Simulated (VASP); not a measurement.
# SiO2 (P4_2/mnm) in VASP: notebook

SiO2 is run at these levels: LDA; tasks: single point.

Program: VASP 6.6.1. These are calculated values, not measurements. Logs are shortened: lines on timing, memory, paths and dates and some standing lists are left out, and cuts for length are marked.

## (1) The cell of the first run

The structure is tetragonal, space group P4_2/mnm (No. 136). The conventional cell has a = 4.114 Å, b = 4.114 Å, c = 2.541 Å, α = 90.00°, β = 90.00°, γ = 90.00°. Si (site symmetry mmm) has 6 O at 1.70 to 1.78 Å within 2.3 Å. Within 2.3 Å of O (site symmetry m2m) lie 3 Si at 1.70 to 1.78 Å and 1 O at 2.26 Å.

## (2) Single point, LDA (7.17 Å³/atom)

File INCAR:

```
PREC = Accurate
ENCUT = 520
EDIFF = 1E-6
ISMEAR = 0
SIGMA = 0.05
LREAL = False
LASPH = True
NELM = 60
ALGO = Normal
ISIF = 2
LWAVE = False
LCHARG = False
GGA = CA
NBANDS = 25
```

File KPOINTS:

```
regular mesh
0
Gamma
  6 6 10
```

File POSCAR:

```
SiO2
1.0
    4.1141550342      0.0000000000      0.0000000000
    0.0000000000      4.1141550342      0.0000000000
    0.0000000000      0.0000000000      2.5409021491
Si O
2 4
Direct
    0.5000000000      0.5000000000      0.5000000000
    0.0000000000      0.0000000000      0.0000000000
    0.6944252994      0.6944252994      0.0000000000
    0.1944252994      0.8055747006      0.5000000000
    0.3055747006      0.3055747006      0.0000000000
    0.8055747006      0.1944252994      0.5000000000
```

Potentials or basis: VASP PAW LDA potentials, release 64 (Si, O).

Launch:

```
cat potpaw_LDA.64/Si/POTCAR potpaw_LDA.64/O/POTCAR > POTCAR
mpirun -np 1 vasp_std > vasp.out
```

OUTCAR:

```text
PREC = Accurate
   ENCUT = 520
   EDIFF = 1E-6
   ISMEAR = 0
   LREAL = False
   LASPH = True
   NELM = 60
   ISIF = 2
   GGA = CA

 ion  position               nearest neighbor table
   1  0.500  0.500  0.500-   3 1.70   5 1.70   3 1.70   5 1.70   4 1.78   6 1.78
   2  0.000  0.000  0.000-   4 1.70   6 1.70   4 1.70   6 1.70   5 1.78   3 1.78
   3  0.694  0.694  0.000-   1 1.70   1 1.70   2 1.78
   4  0.194  0.806  0.500-   2 1.70   2 1.70   1 1.78
   5  0.306  0.306  0.000-   1 1.70   1 1.70   2 1.78
   6  0.806  0.194  0.500-   2 1.70   2 1.70   1 1.78

  LATTYP: Found a simple tetragonal cell.
 ALAT       =     4.1141550342
 C/A-ratio  =     0.6176000000

  Lattice vectors:

 A1 = (   4.1141550342,   0.0000000000,   0.0000000000)
 A2 = (   0.0000000000,   4.1141550342,   0.0000000000)
 A3 = (   0.0000000000,   0.0000000000,   2.5409021491)

Analysis of symmetry for initial positions (statically):
=====================================================================
 Subroutine PRICEL returns:
 Original cell was already a primitive cell.

 Routine SETGRP: Setting up the symmetry group for a
 simple tetragonal supercell.

 Subroutine GETGRP returns: Found 16 space group operations
 (whereof  8 operations were pure point group operations)
 out of a pool of 16 trial point group operations.

The static configuration has the point symmetry D_2h.
 The point group associated with its full space group is D_4h.

Analysis of symmetry for dynamics (positions and initial velocities):
=====================================================================
 Subroutine PRICEL returns:
 Original cell was already a primitive cell.

 Routine SETGRP: Setting up the symmetry group for a
 simple tetragonal supercell.

 Subroutine GETGRP returns: Found 16 space group operations
 (whereof  8 operations were pure point group operations)
 out of a pool of 16 trial point group operations.

The dynamic configuration has the point symmetry D_2h.
 The point group associated with its full space group is D_4h.

 Subroutine INISYM returns: Found 16 space group operations
 (whereof  8 operations are pure point group operations),
 and found     1 'primitive' translations

----------------------------------------------------------------------------------------

                                     Primitive cell

  volume of cell :      43.0080

  direct lattice vectors                    reciprocal lattice vectors
     4.114155034  0.000000000  0.000000000     0.243063276  0.000000000  0.000000000
     0.000000000  4.114155034  0.000000000     0.000000000  0.243063276  0.000000000
     0.000000000  0.000000000  2.540902149     0.000000000  0.000000000  0.393561004

  length of vectors
     4.114155034  4.114155034  2.540902149     0.243063276  0.243063276  0.393561004

  position of ions in fractional coordinates (direct lattice)
     0.500000000  0.500000000  0.500000000
     0.000000000  0.000000000  0.000000000
     0.694425299  0.694425299  0.000000000
     0.194425299  0.805574701  0.500000000
     0.305574701  0.305574701  0.000000000
     0.805574701  0.194425299  0.500000000

  ion indices of the primitive-cell ions
   primitive index   ion index
                 1           1
                 2           2
                 3           3
                 4           4
                 5           5
                 6           6

----------------------------------------------------------------------------------------

 KPOINTS: regular mesh

Automatic generation of k-mesh.
 Grid dimensions read from file:
 generate k-points for:    6    6   10

 Generating k-lattice:

  Cartesian coordinates                     Fractional coordinates (reciprocal lattice)
     0.040510546  0.000000000  0.000000000     0.166666667  0.000000000  0.000000000
     0.000000000  0.040510546  0.000000000     0.000000000  0.166666667  0.000000000
     0.000000000  0.000000000  0.039356100     0.000000000  0.000000000  0.100000000

  Length of vectors
     0.040510546  0.040510546  0.039356100

  Shift w.r.t. Gamma in fractional coordinates (k-lattice)
     0.000000000  0.000000000  0.000000000

 Subroutine IBZKPT returns following result:
 ===========================================

 Found     60 irreducible k-points:

 Following reciprocal coordinates:
            Coordinates               Weight
  0.000000  0.000000  0.000000      1.000000
  0.166667  0.000000  0.000000      4.000000
  0.333333  0.000000  0.000000      4.000000
  0.500000  0.000000  0.000000      2.000000
  0.166667  0.166667  0.000000      4.000000
  0.333333  0.166667  0.000000      8.000000
[... 16 lines left out ...]
  0.333333  0.000000  0.200000      8.000000
  0.500000  0.000000  0.200000      4.000000
 [... further k-points ...]
   k-points           NKPTS =     60   k-points in BZ     NKDIM =     60   number of bands    NBANDS=     25
   number of dos      NEDOS =    301   number of ions     NIONS =      6
   total plane-waves  NPLWV =  20480
   dimension x,y,z NGX =    32 NGY =   32 NGZ =   20
   dimension x,y,z NGXF=    64 NGYF=   64 NGZF=   40
   ions per type =               2   4
   NGX,Y,Z   is equivalent  to a cutoff of  12.93, 12.93, 13.09 a.u.
   NGXF,Y,Z  is equivalent  to a cutoff of  25.86, 25.86, 26.17 a.u.
 SYSTEM =  unknown system
   PREC   = accura    normal or accurate (medium, high low for compatibility)
   ISTART =      0    job   : 0-new  1-cont  2-samecut
   ICHARG =      2    charge: 1-file 2-atom 10-const
   ISPIN  =      1    spin polarized calculation?
   LNONCOLLINEAR =      F non collinear calculations
   LSORBIT =      F    spin-orbit coupling
   LASPH  =      T    aspherical Exc in radial PAW
   ENCUT  =  520.0 eV  38.22 Ry    6.18 a.u.   7.65  7.65  4.72*2*pi/ulx,y,z
   NELM   =     60;   NELMIN=  2; NELMDL= -5     # of ELM steps
   EDIFF  = 0.1E-05   stopping-criterion for ELM
   LREAL  =      F    real-space projection
   EDIFFG = 0.1E-04   stopping-criterion for IOM
   NSW    =      0    number of steps for IOM
   IBRION =     -1    ionic relax: 0-MD 1-quasi-New 2-CG
   NFREE  =      0    steps in history (QN), initial steepest desc. (CG)
   ISIF   =      2    stress and relaxation
   ISYM   =      2    0-nonsym 1-usesym 2-fastsym
   POTIM  = 0.5000    time-step for ionic-motion
   TEBEG  =    0.0;   TEEND  =   0.0 temperature during run
   PSTRESS=    0.0 pullay stress
   NELECT =      32.0000    total number of electrons
   NUPDOWN=      -1.0000    fix difference up-down
   EMIN   =  10.00;   EMAX   =-10.00  energy-range for DOS
   EFERMI =   0.00;   METHOD = LEGACY
   ISMEAR =     0;   SIGMA  =   0.05  broadening in eV -4-tet -1-fermi 0-gaus
   EFERMI_NEDOS =   21; number of points for ismear=-14 and -15
   IALGO  =     38    algorithm
   IMIX   =      4    mixing-type and parameters
     AMIX     =   0.40;   BMIX     =  1.00
     AMIX_MAG =   1.60;   BMIX_MAG =  1.00
  volume/ion in A,a.u.               =       7.17        48.37
  Fermi-wavevector in a.u.,A,eV,Ry     =   1.483457  2.803328 29.941604  2.200646
  Thomas-Fermi vector in A             =   2.597117
   LORBIT       =      0    0 simple, 1 ext, 2 COOP (PROOUT), +10 PAW based schemes
   GGA     = CA    functional components
   LHFCALC =     F    Hartree Fock is set to
   AEXX    =    0.0000 exact exchange contribution
   IVDW    =     0    specifies the selected vdW correction
   LEPSILON=     F    determine dielectric tensor
   LRPA    =     F    only Hartree local field effects (RPA)
 non-spin polarized calculation
 Gauss-broadening in eV      SIGMA  =   0.05
  energy-cutoff  :      520.00
  volume of cell :       43.01
 maximum number of plane-waves:      1186
 NGX is ok and might be reduce to    32
   NGX = 15   NGY = 15   NGZ =  9

 number of electron      31.9999982 magnetization

 Free energy of the ion-electron system (eV)
  ---------------------------------------------------
  ext. energy  EPLUGINS =         0.00000000
  ---------------------------------------------------
  free energy    TOTEN  =       -51.60829100 eV

  energy without entropy =      -51.60829100  energy(sigma->0) =      -51.60829100

 E-fermi :   9.4998     XC(G=0): -13.1323

 val. band max:        9.1896841865   @ k =   0.0000   0.0000   0.0000
 cond. band min:      16.3742020353   @ k =   0.0000   0.0000   0.0000
 fundamental gap:      7.1845178488
 Fermi energy:         9.4997914784

 k-point     1 :       0.0000    0.0000    0.0000
  band No.  band energies     occupation
      1     -14.1162      2.00000
      2     -10.0334      2.00000
      3     -10.0334      2.00000
      4      -9.8283      2.00000
      5      -2.2161      2.00000
      6       2.0275      2.00000
[... 17 lines left out ...]
     24      24.0711      0.00000
     25      25.4268      0.00000

 k-point     2 :       0.1667    0.0000    0.0000
  band No.  band energies     occupation
      1     -13.9590      2.00000
      2     -10.8323      2.00000
      3      -9.9477      2.00000
      4      -9.3643      2.00000
      5      -2.0756      2.00000
      6       1.2728      2.00000
[... 17 lines left out ...]
     24      23.3685      0.00000
     25      25.2552      0.00000

 k-point     3 :       0.3333    0.0000    0.0000
  band No.  band energies     occupation
      1     -13.4978      2.00000
      2     -11.8377      2.00000
      3      -9.7172      2.00000
      4      -9.2408      2.00000
      5      -1.6399      2.00000
      6       0.1208      2.00000
[... 17 lines left out ...]
     24      23.5331      0.00000
     25      24.7362      0.00000

 k-point     4 :       0.5000    0.0000    0.0000
  band No.  band energies     occupation
      1     -12.7675      2.00000
      2     -12.7675      2.00000
      3      -9.4281      2.00000
      4      -9.4281      2.00000
      5      -0.8942      2.00000
      6      -0.8942      2.00000
[... 17 lines left out ...]
     24      24.2174      0.00000
     25      24.4176      0.00000
[... 477 lines left out ...]
 k-point    22 :       0.1667    0.0000    0.2000
  band No.  band energies     occupation
      1     -13.3562      2.00000
      2     -10.4718      2.00000
      3      -9.6285      2.00000
      4      -9.2441      2.00000
      5      -1.7541      2.00000
      6       1.5824      2.00000
[... 17 lines left out ...]
     24      23.6175      0.00000
     25      23.6249      0.00000

 k-point    23 :       0.3333    0.0000    0.2000
  band No.  band energies     occupation
      1     -12.9188      2.00000
      2     -11.3741      2.00000
      3      -9.4505      2.00000
      4      -9.1215      2.00000
      5      -1.1677      2.00000
      6       0.5242      2.00000
[... 17 lines left out ...]
     24      22.4517      0.00000
     25      23.6794      0.00000

 k-point    24 :       0.5000    0.0000    0.2000
  band No.  band energies     occupation
      1     -12.2326      2.00000
      2     -12.2326      2.00000
      3      -9.2393      2.00000
      4      -9.2393      2.00000
      5      -0.3978      2.00000
      6      -0.3978      2.00000
[... 17 lines left out ...]
     24      22.2674      0.00000
     25      23.6693      0.00000

 [... further k-points ...]
[... 5 lines left out ...]
  --------------------------------------------------------------------------------------
  -------------------------------------------------------------------------------------
  Total        5.3506557      5.3506557     12.8109521      0.0000000      0.0000000      0.0000000
  in kB      199.3280144    199.3280144    477.2464915      0.0000000      0.0000000      0.0000000
  external PRESSURE =     291.9675068 kB  Pullay stress =       0.0000000 kB

 VOLUME and BASIS-vectors are now :
 -----------------------------------------------------------------------------
  energy-cutoff  :      520.00
  volume of cell :       43.01
      direct lattice vectors                 reciprocal lattice vectors
     4.114155034  0.000000000  0.000000000     0.243063276  0.000000000  0.000000000
     0.000000000  4.114155034  0.000000000     0.000000000  0.243063276  0.000000000
     0.000000000  0.000000000  2.540902149     0.000000000  0.000000000  0.393561004

 POSITION                                       TOTAL-FORCE (eV/Angst)
 -----------------------------------------------------------------------------------
      2.05708      2.05708      1.27045        -0.000000      0.000000     -0.000000
      0.00000      0.00000      0.00000        -0.000000      0.000000     -0.000000
      2.85697      2.85697      0.00000         0.299031      0.299031      0.000000
      0.79990      3.31426      1.27045         0.299031     -0.299031     -0.000000
      1.25718      1.25718      0.00000        -0.299031     -0.299031     -0.000000
      3.31426      0.79990      1.27045        -0.299031      0.299031      0.000000
 -----------------------------------------------------------------------------------
    total drift:                                0.000000      0.000000     -0.000000

  FREE ENERGIE OF THE ION-ELECTRON SYSTEM (eV)
  ---------------------------------------------------
  free  energy   TOTEN  =       -51.6082909987 eV

  energy  without entropy=      -51.6082909987  energy(sigma->0) =      -51.60829100
```

Wall time 48 s (1 thread of Intel Xeon 8259CL, shared host); peak memory 0.16 GiB.

What came out:

```
Free energy            : -51.6083 eV
Pressure               : 29.2 GPa
Largest force          : 0.423 eV/Å
Band gap on the k mesh : 7.18 eV
```

Forces in eV/Å, atoms in the order of the input:
```
Si   0.000  0.000  0.000
Si   0.000  0.000  0.000
O    0.299  0.299  0.000
O    0.299 -0.299  0.000
O   -0.299 -0.299  0.000
O   -0.299  0.299  0.000
```

Levels at points of the mesh, in eV from the valence-band top:
```
           k point  band 13  band 14  band 15  band 16  band 17  band 18  band 19  band 20
(0.00, 0.00, 0.00)    -2.42    -0.98    -0.98     0.00     7.18     7.27     9.51     9.51
(0.50, 0.00, 0.00)    -2.71    -2.71    -1.20    -1.20     8.99     8.99     9.95     9.95
(0.50, 0.50, 0.00)    -2.81    -2.81    -2.71    -2.71     8.55     8.55    10.97    10.97
(0.00, 0.00, 0.50)    -3.44    -3.44    -3.02    -3.02     9.89     9.89    13.21    13.21
(0.50, 0.00, 0.50)    -2.58    -2.58    -2.00    -2.00     9.28     9.28    10.29    10.29
(0.50, 0.50, 0.50)    -2.02    -2.02    -1.76    -1.76     7.89     7.89    11.25    11.25
```

Caveat: the cell stands under pressure.

(Continued in part 2 of 2.)
